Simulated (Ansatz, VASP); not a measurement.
## Two plane-wave programs on CdSe

Contents of INCAR:

```
SYSTEM = CdSe
  PREC = Accurate
  ENCUT = 520
  EDIFF = 1E-8
  ISMEAR = -1
  SIGMA = 0.03
  LREAL = .False.
  LASPH = .True.
  NELM = 100
  ALGO = Normal
  ISIF = 2
  LWAVE = .False.
  LCHARG = .False.
  GGA = PS
  LEFG = .True.
  NBANDS = 16
```

File KPOINTS:

```
regular mesh
0
Gamma
  8 8 8
  0 0 0
```

The input POSCAR:

```
CdSe
1.0
    0.0000000000      3.0702711986      3.0702711986
    3.0702711986      0.0000000000      3.0702711986
    3.0702711986      3.0702711986      0.0000000000
Cd Se
1 1
Direct
    0.0000000000      0.0000000000      0.0000000000
    0.2500000000      0.2500000000      0.2500000000
```

Input for Ansatz:

```yaml
crystal:
  lattice:
    - [0.0, 3.0702711986, 3.0702711986]
    - [3.0702711986, 0.0, 3.0702711986]
    - [3.0702711986, 3.0702711986, 0.0]
  atoms:
    - { symbol: Cd, position: [0.0, 0.0, 0.0] }
    - { symbol: Se, position: [0.25, 0.25, 0.25] }
kpoints:
  mp_grid: { grid: [8, 8, 8] }
  band_path:
    path:
      - [0.0, 0.0, 0.0]
      - [-0.5, -0.5, 0.0]
      - [-0.375, -0.375, 0.25]
      - [-0.375, 0.0, 0.375]
      - [0.0, 0.0, 0.0]
      - [0.0, 0.0, 0.5]
      - [-0.5, -0.25, 0.25]
      - [-0.5, -0.5, 0.0]
    npoints: 5
scf:
  occupations: { method: fermi_dirac, width: 0.03 }
hamiltonian:
  xc: pbesol
  pseudopotentials: { kind: paw }
output:
  forces: true
  stress: true
  eigenvalues: true
  efg: { contact_densities: true }
```

Alike in both runs: task electric field gradients; functional PBEsol; k mesh 8 × 8 × 8; occupations fermi-dirac, width 0.03 eV; no spin polarisation.

|  | VASP | Ansatz |
| --- | --- | --- |
| version | VASP 6.6.1 | Ansatz 0.2.0 |
| potentials or method | VASP PAW PBE potentials, release 64 (Cd, Se) | PAW with Ansatz's default frozen-core files, scalar-relativistic |
| plane-wave cutoff (eV) | 520 | 420 |
| valence electrons in the cell | 18 | 36 |

```tsv
	VASP	Ansatz	Ansatz less VASP
pressure (GPa)	-1.1	-1.4	-0.30
```

VASP's potentials were made for PBE, not for PBEsol. VASP's potentials hold 18 valence electrons a cell and Ansatz's 36, so a difference there can come from the potentials and not from the codes.
